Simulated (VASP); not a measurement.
Here is a VASP 6.6.1 calculation.

INCAR

```
PREC = Accurate
ENCUT = 520
EDIFF = 1E-6
ISMEAR = -1
SIGMA = 0.05
LREAL = False
LASPH = True
NELM = 100
ALGO = Normal
ISIF = 2
LWAVE = False
LCHARG = False
GGA = RP
NBANDS = 38
```

KPOINTS

```
regular mesh
0
Gamma
  7 7 4
```

POSCAR

```
TaSi2
1.0
    4.8240582202      0.0000000000      0.0000000000
   -2.4120291101      4.1777569680      0.0000000000
    0.0000000000      0.0000000000      6.6354448530
Ta Si
3 6
Direct
    0.0000000000      0.5000000000      0.3333333333
    0.5000000000      0.5000000000      0.6666666667
    0.5000000000      0.0000000000      0.0000000000
    0.3183795105      0.1591897553      0.3333333333
    0.1591897553      0.8408102447      0.6666666667
    0.8408102447      0.6816204895      0.0000000000
    0.6816204895      0.8408102447      0.3333333333
    0.8408102447      0.1591897553      0.6666666667
    0.1591897553      0.3183795105      0.0000000000
```

Potentials or basis: VASP PAW PBE potentials, release 64 (Ta_pv, Si).

The run is started by

```console
$ cat potpaw_PBE.64/Ta_pv/POTCAR potpaw_PBE.64/Si/POTCAR > POTCAR
$ mpirun -np 1 vasp_std > vasp.out
```

**Question.** What does it give for the largest force?

**Answer.** 0.009 eV/Å.

**Question.** Predict the band gap on the k mesh.

**Answer.** Zero (an odd number of electrons rules out a gap without spin polarisation).

**Question.** Predict the pressure.

**Answer.** -0.2 GPa.

Forces in eV/Å, atoms in the order of the input:
```
Ta   0.000  0.000  0.000
Ta   0.000  0.000  0.000
Ta   0.000  0.000  0.000
Si  -0.008 -0.005  0.000
Si  -0.008  0.005  0.000
Si   0.000  0.009  0.000
Si   0.008  0.005  0.000
Si   0.008 -0.005  0.000
Si   0.000 -0.009  0.000
```

Caveat: the PAW data sets were made with another functional, which shifts forces and pressure a little; spin-orbit coupling is left out, which moves the levels of the heavy elements.
